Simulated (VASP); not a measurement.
A run of VASP 6.6.1 is set up as follows.

File POSCAR:

```
Ti
1.0
    2.9500000000      0.0000000000      0.0000000000
   -1.4750000000      2.5547749412      0.0000000000
    0.0000000000      0.0000000000      4.6800000000
Ti
2
Direct
    0.6666666667      0.3333333333      0.7500000000
    0.3333333333      0.6666666667      0.2500000000
```

File INCAR.step1:

```
SYSTEM = Ti
PREC = Accurate
ENCUT = 400
EDIFF = 1E-5
ISMEAR = 1
SIGMA = 0.05
LREAL = .False.
LASPH = .True.
NELM = 120
ALGO = Normal
ISIF = 2
LWAVE = .True.
GGA = PE
NBANDS = 19
GGA_COMPAT = .False.
KPAR = 4
```

The input INCAR.step2:

```
SYSTEM = Ti
PREC = Accurate
ENCUT = 400
EDIFF = 1E-6
ISMEAR = 1
SIGMA = 0.05
LREAL = .False.
LASPH = .True.
NELM = 120
ALGO = Normal
ISIF = 2
LWAVE = .False.
LCHARG = .True.
GGA = PE
LHFCALC = .True.
AEXX = 0.25
PRECFOCK = Normal
IVDW = 12
LVHAR = .True.
ISTART = 1
NBANDS = 19
GGA_COMPAT = .False.
KPAR = 4
```

Contents of KPOINTS:

```
Automatic mesh
0
Gamma
  8 8 4
  0 0 0
```

Potentials or basis: VASP PAW PBE potentials, release 64 (Ti_sv).

The run is started by

```sh
$ cat potpaw_PBE.64/Ti_sv/POTCAR > POTCAR
$ cp INCAR.step1 INCAR
$ mpirun -np 4 vasp_std > vasp.out
$ cp INCAR.step2 INCAR
$ mpirun -np 4 vasp_std > vasp.out
```

(1) What does it give for the dispersion energy per atom?

(2) Estimate the pressure.

Results:

(1) -0.665 eV.

(2) -11.6 GPa.

Caveat: three body term missing; the cell stands under tension; the PAW data sets were made with another functional, which shifts forces and pressure a little.
